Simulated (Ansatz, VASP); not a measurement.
**Li2Ge2N3 in VASP and in Ansatz**

File INCAR:

```
PREC = Accurate
ENCUT = 600
EDIFF = 1E-7
ISMEAR = 0
SIGMA = 0.2
LREAL = False
LASPH = True
NELM = 100
ALGO = Normal
ISIF = 3
LWAVE = False
LCHARG = False
GGA = PE
IBRION = 2
NSW = 36
EDIFFG = -0.08
```

KPOINTS

```
regular mesh
0
Gamma
  5 5 5
```

Contents of POSCAR:

```
Li2Ge2N3
1.0
   -2.5301109000      2.5301109000      3.8356797100
    2.5301109000     -2.5301109000      3.8356797100
    2.5301109000      2.5301109000     -3.8356797100
Li Ge N
2 2 3
Direct
    0.5000000000      0.0000000000      0.5000000000
    0.0000000000      0.5000000000      0.5000000000
    0.7858774900      0.7858774900      0.0000000000
    0.2141225100      0.2141225100      0.0000000000
    0.7500000000      0.2500000000      0.5000000000
    0.2500000000      0.7500000000      0.5000000000
    0.0000000000      0.0000000000      0.0000000000
```

Input for Ansatz:

```yaml
crystal:
  lattice:
    - [-2.5301109, 2.5301109, 3.83567971]
    - [2.5301109, -2.5301109, 3.83567971]
    - [2.5301109, 2.5301109, -3.83567971]
  atoms:
    - { symbol: Li, position: [0.5, 0.0, 0.5] }
    - { symbol: Li, position: [0.0, 0.5, 0.5] }
    - { symbol: Ge, position: [0.78587749, 0.78587749, 0.0] }
    - { symbol: Ge, position: [0.21412251, 0.21412251, 0.0] }
    - { symbol: "N", position: [0.75, 0.25, 0.5] }
    - { symbol: "N", position: [0.25, 0.75, 0.5] }
    - { symbol: "N", position: [0.0, 0.0, 0.0] }
basis:
  ecutwfc: 420
kpoints:
  mp_grid: { grid: [5, 5, 5] }
hamiltonian:
  xc: pbe
scf:
  occupations: { method: gaussian, width: 0.2 }
  lower_state_search: "off"
output:
  forces: true
  stress: true
  eigenvalues: true
relax:
  adjacent_minimum: "off"
  f_tol: 0.08
  max_steps: 16
  cell: { stress_tol: 0.8 }
```

Alike in both runs: task relaxation of cell and atoms; functional PBE; k mesh 5 × 5 × 5; occupations gaussian, width 0.2 eV; no spin polarisation.

|  | VASP | Ansatz |
| --- | --- | --- |
| version | VASP 6.6.1 | Ansatz 0.2.0 |
| potentials or method | VASP PAW PBE potentials, release 64 (Li_sv, Ge_d, N), cutoff 600 eV | scalar-relativistic, plane waves, PAW |
| valence electrons in the cell | 49 | 49 |

Ansatz gave:

| Property | Result |
| --- | --- |
| gap on the k mesh at the Fermi level, each at its own relaxed structure (eV) | none |
| relaxed volume (Å³/atom) | 11.03 |
| relaxed cell length with the largest relative difference (Å) | 5.564 |

Q: Which values does VASP return?

A: gap on the k mesh at the Fermi level, each at its own relaxed structure (eV): none; relaxed volume (Å³/atom): 10.97; relaxed cell length with the largest relative difference (Å): 5.517.

A gap of «none» marks a metal or a gap that the smearing closes.

Noted on VASP's run: the cutoff is short for stress, so the pressure is rough; the volume moved by over 15 % at a fixed basis, so the end points are rough.
